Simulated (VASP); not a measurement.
Write the native input for VASP 6.6.1 that does the following.

```
Task                   : electric field gradients
Functional             : LDA
Potentials or basis    : VASP PAW LDA potentials, release 64 (As_d)
Cutoff                 : 520 eV
k mesh                 : 13 × 13 × 13
Occupations            : fermi-dirac, width 0.05 eV
Spin                   : no spin polarisation
Dipole correction      : no
Further INCAR settings : ALGO = Normal; EDIFF = 1e-08; NBANDS = 22
```

The structure of As lies in POSCAR:

```
As
1.0
    1.8797494575      1.0852738553      3.5206277000
   -1.8797494575      1.0852738553      3.5206277000
    0.0000000000     -2.1705477106      3.5206277000
As
2
Direct
    0.2275400000      0.2275400000      0.2275400000
    0.7724600000      0.7724600000      0.7724600000
```

This cell differs from its parent crystal: zz strain of +1 %.

These files were run (other wordings do the same):

INCAR

```
SYSTEM = As
PREC = Accurate
ENCUT = 520
EDIFF = 1E-8
ISMEAR = -1
SIGMA = 0.05
LREAL = .False.
LASPH = .True.
NELM = 120
ALGO = Normal
ISIF = 2
LWAVE = .False.
LCHARG = .False.
GGA = CA
LEFG = .True.
NBANDS = 22
GGA_COMPAT = .False.
```

KPOINTS

```
Automatic mesh
0
Gamma
  13 13 13
  0 0 0
```

Potentials or basis: VASP PAW LDA potentials, release 64 (As_d).

Launch:

```bash
$ cat potpaw_LDA.64/As_d/POTCAR > POTCAR
$ mpirun -np 1 vasp_std > vasp.out
```

Results of the run:

| Property | Result |
| --- | --- |
| Pressure | -1.8 GPa |
| Largest force | 0.009 eV/Å |
| Band gap on the k mesh | zero (bands 15 and 16 overlap by 0.41 eV) |
| Largest electric field gradient by atom | As -45.1 V/Å² |

Caveat: the cell differs from its parent crystal (zz strain of +1 %); without QUAD_EFG the Cq values of the log hold for a quadrupole moment of 1 mb, not for the nuclei.

Run time: 100 s on 1 thread of Intel(R) Xeon(R) 6975P-C (Granite Rapids), on a shared host, peak memory 0.28 GiB.
